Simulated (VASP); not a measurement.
Set up this calculation in VASP 6.6.1, as the native input.

```yaml
Task: single point
Functional: PBE
Potentials_or_basis: VASP PAW PBE potentials, release 64 (K_sv, F)
Cutoff: 520 eV
k_mesh: 4 × 4 × 4
Occupations: gaussian, width 0.01 eV
Spin: no spin polarisation
Dipole_correction: no
Further_INCAR_settings: ALGO = Normal; EDIFF = 1e-06; NBANDS = 15
```

The structure of KF lies in POSCAR:

```
KF
1.0
    0.0000000000      2.6589605677      2.6589605677
    2.6589605677      0.0000000000      2.6589605677
    2.6589605677      2.6589605677      0.0000000000
K F
1 1
Direct
    0.0000000000      0.0000000000      0.0000000000
    0.5000000000      0.5000000000      0.5000000000
```

The input as run:

INCAR

```
PREC     = Accurate       # precision mode
ENCUT    = 520            # plane-wave cutoff, eV
EDIFF    = 1E-6           # SCF threshold, eV
ISMEAR   = 0              # smearing method
SIGMA    = 0.01           # smearing width, eV
LREAL    = False          # projectors in reciprocal space
LASPH    = True           # aspherical terms in the spheres
NELM     = 60             # most SCF steps
ALGO     = Normal         # electronic algorithm
ISIF     = 2              # what is computed and relaxed
LWAVE    = False          # write WAVECAR
LCHARG   = True           # write CHGCAR
GGA      = PE             # functional
LELF     = True           # ELF
LVHAR    = True         
NBANDS   = 15             # bands
```

KPOINTS

```
Automatic mesh
0
Gamma
  4 4 4
```

Potentials or basis: VASP PAW PBE potentials, release 64 (K_sv, F).

Run with:

```bash
$ cat potpaw_PBE.64/K_sv/POTCAR potpaw_PBE.64/F/POTCAR > POTCAR
$ mpirun -np 1 vasp_std > vasp.out
```

Results of the run:

```yaml
Pressure: 2.0 GPa
Band_gap_on_the_k_mesh: 6.24 eV, direct
```

Caveat: the k points lie up to 0.51 Å⁻¹ apart.

Run time: 3.4 s on 1 thread of Intel(R) Xeon(R) 6975P-C (Granite Rapids), on a shared host, peak memory 0.15 GiB.
